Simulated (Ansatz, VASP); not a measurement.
Sr2AlPtC6N6 in VASP and in Ansatz

File INCAR:

```
ALGO = Normal
EDIFF = 1E-6
ENCUT = 520
GGA = PE
ISIF = 2
ISMEAR = 0
LASPH = True
LCHARG = False
LREAL = Auto
LWAVE = False
NBANDS = 58
NELM = 60
PREC = Accurate
SIGMA = 0.1
```

KPOINTS

```
k-points
0
Gamma
  4 4 4
```

POSCAR

```
Sr2AlPtC6N6
1.0
    0.0000000000      5.0495000000      5.0495000000
    5.0495000000      0.0000000000      5.0495000000
    5.0495000000      5.0495000000      0.0000000000
Sr Al Pt C N
2 1 1 6 6
Direct
    0.2500000000      0.2500000000      0.2500000000
    0.7500000000      0.7500000000      0.7500000000
    0.5000000000      0.5000000000      0.5000000000
    0.0000000000      0.0000000000      0.0000000000
    0.8101792300      0.1898207700      0.1898207700
    0.1898207700      0.8101792300      0.1898207700
    0.1898207700      0.1898207700      0.8101792300
    0.1898207700      0.8101792300      0.8101792300
    0.8101792300      0.1898207700      0.8101792300
    0.8101792300      0.8101792300      0.1898207700
    0.6943261700      0.3056738300      0.3056738300
    0.3056738300      0.6943261700      0.3056738300
    0.3056738300      0.3056738300      0.6943261700
    0.3056738300      0.6943261700      0.6943261700
    0.6943261700      0.3056738300      0.6943261700
    0.6943261700      0.6943261700      0.3056738300
```

Input for Ansatz:

```yaml
crystal:
  lattice:
    - [0.0, 5.0495, 5.0495]
    - [5.0495, 0.0, 5.0495]
    - [5.0495, 5.0495, 0.0]
  atoms:
    - { symbol: Sr, position: [0.25, 0.25, 0.25] }
    - { symbol: Sr, position: [0.75, 0.75, 0.75] }
    - { symbol: Al, position: [0.5, 0.5, 0.5] }
    - { symbol: Pt, position: [0.0, 0.0, 0.0] }
    - { symbol: C, position: [0.81017923, 0.18982077, 0.18982077] }
    - { symbol: C, position: [0.18982077, 0.81017923, 0.18982077] }
    - { symbol: C, position: [0.18982077, 0.18982077, 0.81017923] }
    - { symbol: C, position: [0.18982077, 0.81017923, 0.81017923] }
    - { symbol: C, position: [0.81017923, 0.18982077, 0.81017923] }
    - { symbol: C, position: [0.81017923, 0.81017923, 0.18982077] }
    - { symbol: "N", position: [0.69432617, 0.30567383, 0.30567383] }
    - { symbol: "N", position: [0.30567383, 0.69432617, 0.30567383] }
    - { symbol: "N", position: [0.30567383, 0.30567383, 0.69432617] }
    - { symbol: "N", position: [0.30567383, 0.69432617, 0.69432617] }
    - { symbol: "N", position: [0.69432617, 0.30567383, 0.69432617] }
    - { symbol: "N", position: [0.69432617, 0.69432617, 0.30567383] }
basis:
  ecutwfc: 420
kpoints:
  mp_grid: { grid: [4, 4, 4] }
hamiltonian:
  xc: pbe
scf:
  occupations: { method: gaussian, width: 0.1 }
  lower_state_search: "off"
output:
  forces: true
  stress: true
  eigenvalues: true
```

Alike in both runs: task single point; functional PBE; k mesh 4 × 4 × 4; occupations gaussian, width 0.1 eV; no spin polarisation.

|  | VASP | Ansatz |
| --- | --- | --- |
| version | VASP 6.6.1 | Ansatz 0.2.0 |
| potentials or method | VASP PAW PBE potentials, release 64 (Sr_sv, Al, Pt, C, N), cutoff 520 eV | scalar-relativistic, plane waves, PAW |
| valence electrons in the cell | 87 | 95 |

```tsv
	VASP	Ansatz	Ansatz less VASP
gap on the k mesh at the Fermi level (eV)	none	none	-
pressure (GPa)	11.0	10.7	-0.31
rms of the force components (eV/Å)	1.347	1.212	-0.1353
```

Atom by atom the forces differ by 0.189 eV/Å (rms over components). A gap of «none» marks a metal or a gap that the smearing closes. VASP's potentials hold 87 valence electrons a cell and Ansatz's 95, so a difference there can come from the potentials and not from the codes.

Spin-orbit coupling is off throughout. Noted on VASP's run: the standard files for N, O and F lose accuracy on very short bonds.
